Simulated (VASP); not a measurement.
# TiPt3 in VASP: further runs, part 2 of 2

VASP 6.6.1.

### 4 Electric field gradients, PBEsol (14.65 Å³/atom)

This run uses another cell than the first one, of 14.65 Å³/atom.

Contents of INCAR:

```
SYSTEM = TiPt3
  PREC = Accurate
  ENCUT = 400
  EDIFF = 1E-8
  ISMEAR = -1
  SIGMA = 0.05
  LREAL = .FALSE.
  LASPH = .TRUE.
  NELM = 120
  ALGO = Normal
  ISIF = 2
  LWAVE = .FALSE.
  LCHARG = .FALSE.
  GGA = PS
  LEFG = .TRUE.
  NBANDS = 29
  GGA_COMPAT = .FALSE.
```

Contents of KPOINTS:

```
Automatic mesh
0
G
  9 9 9
  0 0 0
```

Contents of POSCAR:

```
TiPt3
1.0
    3.8839664578      0.0000000000      0.0000000000
    0.0000000000      3.8839664578      0.0000000000
    0.0000000000      0.0000000000      3.8839664578
Ti Pt
1 3
Direct
    0.0000000000      0.0000000000      0.0000000000
    0.0000000000      0.5000000000      0.5000000000
    0.5000000000      0.0000000000      0.5000000000
    0.5000000000      0.5000000000      0.0000000000
```

Potentials or basis: VASP PAW PBE potentials, release 64 (Ti_sv, Pt).

Command:

```bash
cat potpaw_PBE.64/Ti_sv/POTCAR potpaw_PBE.64/Pt/POTCAR > POTCAR
mpirun -np 1 vasp_std > vasp.out
```

OUTCAR:

```text
SYSTEM = TiPt3
   PREC = Accurate
   ENCUT = 400
   EDIFF = 1E-8
   ISMEAR = -1
   LREAL = .FALSE.
   LASPH = .TRUE.
   NELM = 120
   ISIF = 2
   GGA = PS

 ion  position               nearest neighbor table
   1  0.000  0.000  0.000-   2 2.75   3 2.75   4 2.75   2 2.75   3 2.75   2 2.75   4 2.75   2 2.75
                             3 2.75   4 2.75   3 2.75   4 2.75
   2  0.000  0.500  0.500-   1 2.75   3 2.75   4 2.75   1 2.75   4 2.75   1 2.75   3 2.75   1 2.75
                             3 2.75   4 2.75   4 2.75   3 2.75
   3  0.500  0.000  0.500-   1 2.75   2 2.75   4 2.75   1 2.75   4 2.75   2 2.75   4 2.75   4 2.75
                             1 2.75   2 2.75   1 2.75   2 2.75
   4  0.500  0.500  0.000-   1 2.75   2 2.75   3 2.75   2 2.75   3 2.75   1 2.75   3 2.75   3 2.75
                             1 2.75   2 2.75   2 2.75   1 2.75

  LATTYP: Found a simple cubic cell.
 ALAT       =     3.8839664578

  Lattice vectors:

 A1 = (   3.8839664578,   0.0000000000,   0.0000000000)
 A2 = (   0.0000000000,   3.8839664578,   0.0000000000)
 A3 = (   0.0000000000,   0.0000000000,   3.8839664578)

Analysis of symmetry for initial positions (statically):
=====================================================================
 Subroutine PRICEL returns:
 Original cell was already a primitive cell.

 Routine SETGRP: Setting up the symmetry group for a
 simple cubic supercell.

 Subroutine GETGRP returns: Found 48 space group operations
 (whereof 48 operations were pure point group operations)
 out of a pool of 48 trial point group operations.

The static configuration has the point symmetry O_h .

Analysis of symmetry for dynamics (positions and initial velocities):
[... 942 lines left out ...]
  FORCE on cell =-STRESS in cart. coord.  units (eV):
  Direction    XX          YY          ZZ          XY          YZ          ZX
  --------------------------------------------------------------------------------------
  -------------------------------------------------------------------------------------
  Total        1.0521091      1.0521091      1.0521091     -0.0000000     -0.0000000     -0.0000000
  in kB       28.7703378     28.7703378     28.7703378     -0.0000000     -0.0000000     -0.0000000
  external PRESSURE =      28.7703378 kB  Pullay stress =       0.0000000 kB

 VOLUME and BASIS-vectors are now :
 -----------------------------------------------------------------------------
  energy-cutoff  :      400.00
  volume of cell :       58.59
      direct lattice vectors                 reciprocal lattice vectors
     3.883966458  0.000000000  0.000000000     0.257468753  0.000000000  0.000000000
     0.000000000  3.883966458  0.000000000     0.000000000  0.257468753  0.000000000
     0.000000000  0.000000000  3.883966458     0.000000000  0.000000000  0.257468753

 POSITION                                       TOTAL-FORCE (eV/Angst)
 -----------------------------------------------------------------------------------
      0.00000      0.00000      0.00000         0.000000      0.000000      0.000000
      0.00000      1.94198      1.94198         0.000000      0.000000      0.000000
      1.94198      0.00000      1.94198         0.000000      0.000000      0.000000
      1.94198      1.94198      0.00000         0.000000      0.000000      0.000000
 -----------------------------------------------------------------------------------
    total drift:                                0.000000      0.000000      0.000000

  FREE ENERGIE OF THE ION-ELECTRON SYSTEM (eV)
  ---------------------------------------------------
  free  energy   TOTEN  =       -32.7527906206 eV

  energy  without entropy=      -32.7409955613  energy(sigma->0) =      -32.74689309

 Electric field gradients (V/A^2)
---------------------------------------------------------------------
 ion       V_xx      V_yy      V_zz      V_xy      V_xz      V_yz
---------------------------------------------------------------------
   1      -0.000    -0.000     0.000    -0.000     0.000    -0.000
   2     -67.620    33.810    33.810     0.000     0.000    -0.000
   3      33.810   -67.620    33.810     0.000     0.000     0.000
   4      33.810    33.810   -67.620    -0.000     0.000     0.000
---------------------------------------------------------------------

 Electric field gradients after diagonalization (V/A^2)
 (convention: |V_zz| > |V_xx| > |V_yy|)
----------------------------------------------------------------------
 ion       V_xx      V_yy      V_zz     asymmetry (V_yy - V_xx)/ V_zz
----------------------------------------------------------------------
   1      -0.000    -0.000     0.000       0.303
   2      33.810    33.810   -67.620       0.000
   3      33.810    33.810   -67.620       0.000
   4      33.810    33.810   -67.620       0.000
----------------------------------------------------------------------

           NMR quadrupolar parameters

 Cq : quadrupolar parameter    Cq=e*Q*V_zz/h
 eta: asymmetry parameters     (V_yy - V_xx)/ V_zz
 Q  : nuclear electric quadrupole moment in mb (millibarn)
----------------------------------------------------------------------
 ion       Cq(MHz)       eta       Q (mb)
----------------------------------------------------------------------
   1       0.000       0.303       1.000
   2      -0.164       0.000       1.000
   3      -0.164       0.000       1.000
   4      -0.164       0.000       1.000
----------------------------------------------------------------------
```

OSZICAR:

```text
N       E                     dE             d eps       ncg     rms          rms(c)
DAV:   1     0.325104133114E+03    0.32510E+03   -0.17791E+04  2030   0.130E+03
DAV:   2    -0.129318581687E+02   -0.33804E+03   -0.32061E+03  2150   0.361E+02
DAV:   3    -0.353612282645E+02   -0.22429E+02   -0.21401E+02  2457   0.912E+01
DAV:   4    -0.361245824567E+02   -0.76335E+00   -0.75989E+00  2554   0.156E+01
DAV:   5    -0.361436441439E+02   -0.19062E-01   -0.19059E-01  2424   0.248E+00    0.239E+01
DAV:   6    -0.339118372520E+02    0.22318E+01   -0.10056E+01  2188   0.286E+01    0.131E+01
DAV:   7    -0.338340057313E+02    0.77832E-01   -0.18822E+01  2577   0.281E+01    0.109E+01
DAV:   8    -0.328696025483E+02    0.96440E+00   -0.10347E+00  2170   0.997E+00    0.433E+00
DAV:   9    -0.328706675186E+02   -0.10650E-02   -0.15222E+00  2872   0.712E+00    0.350E+00
DAV:  10    -0.327527195680E+02    0.11795E+00   -0.48016E-01  2338   0.481E+00    0.355E-01
DAV:  11    -0.327567931033E+02   -0.40735E-02   -0.97432E-03  2285   0.769E-01    0.619E-01
DAV:  12    -0.327527788537E+02    0.40142E-02   -0.14166E-02  2708   0.768E-01    0.221E-02
DAV:  13    -0.327527966797E+02   -0.17826E-04   -0.19484E-04  2189   0.973E-02    0.254E-02
DAV:  14    -0.327527910024E+02    0.56773E-05   -0.41700E-05  2550   0.465E-02    0.985E-03
DAV:  15    -0.327527906953E+02    0.30704E-06   -0.15884E-06  2282   0.114E-02    0.492E-03
DAV:  16    -0.327527906249E+02    0.70461E-07   -0.55056E-07  2595   0.518E-03    0.114E-03
DAV:  17    -0.327527906206E+02    0.42705E-08   -0.43555E-08  2071   0.124E-03
   1 F= -.32752791E+02 E0= -.32746893E+02  d E =-.117951E-01
```

stdout:

```text
POSCAR found type information on POSCAR TiPt
 POSCAR found :  2 types and       4 ions
 scaLAPACK will be used
 -----------------------------------------------------------------------------
|                                                                             |
|                                                                             |
|     You enforced a specific xc type in the INCAR file but a different       |
|     I HOPE YOU KNOW WHAT YOU ARE DOING!                                     |
|                                                                             |
 -----------------------------------------------------------------------------

 LDA part: xc-table for (Slater+PW92), standard interpolation
 POSCAR, INCAR and KPOINTS ok, starting setup
 FFT: planning ... GRIDC
 FFT: planning ... GRID_SOFT
 FFT: planning ... GRID
 WAVECAR not read
 entering main loop
ion   1

ion   2

ion   3

ion   4
```

It took 83 s on 1 thread of AMD EPYC 7R13, shared host; peak memory 0.15 GiB.

Results:

```yaml
Free_energy: -32.7528 eV
Pressure: 2.9 GPa
Band_gap_on_the_k_mesh: zero (bands 21 and 22 overlap by 1.59 eV)
Largest_electric_field_gradient_by_atom: Ti -0.0; Pt -67.6 V/Å²
```

Levels at points of the mesh, in eV from the Fermi level:
```csv
k point,band 19,band 20,band 21,band 22,band 23,band 24
"(0.00, 0.00, 0.00)",0.04,0.04,1.42,1.42,1.52,1.52
```

Electric field gradients, principal values (V/Å²):
```tsv
atom	least	middle	greatest (by size)
1 Ti	0.000	0.000	0.000
2 Pt	33.810	33.810	-67.620
3 Pt	33.810	33.810	-67.620
4 Pt	33.810	33.810	-67.620
```

Caveat: without QUAD_EFG the Cq values of the log hold for a quadrupole moment of 1 mb, not for the nuclei; the PAW data sets were made with another functional, which shifts forces and pressure a little; spin-orbit coupling is left out, which moves the levels of the heavy elements.

### 5 Summary

```csv
cell,cutoff (eV),gap on the mesh (eV),pressure (GPa)
"a = 3.897 Å, angles 90.6°, 4 atoms",520,none,0.3
"a = 3.844 Å, 4 atoms",400,none,12.2
"a = 3.884 Å, 4 atoms",400,none,2.9
```

Alike in all rows: task electric field gradients; level PBEsol; potentials or basis VASP PAW PBE potentials, release 64 (Ti_sv, Pt); no spin polarisation; k mesh 9 × 9 × 9; smearing fermi-dirac 0.05 eV.

Caveats: the PAW data sets were made with another functional, which shifts forces and pressure a little; spin-orbit coupling is left out, which moves the levels of the heavy elements; the cell stands under pressure (at least some runs).

Absolute energies hang on the potentials; compare differences alone.
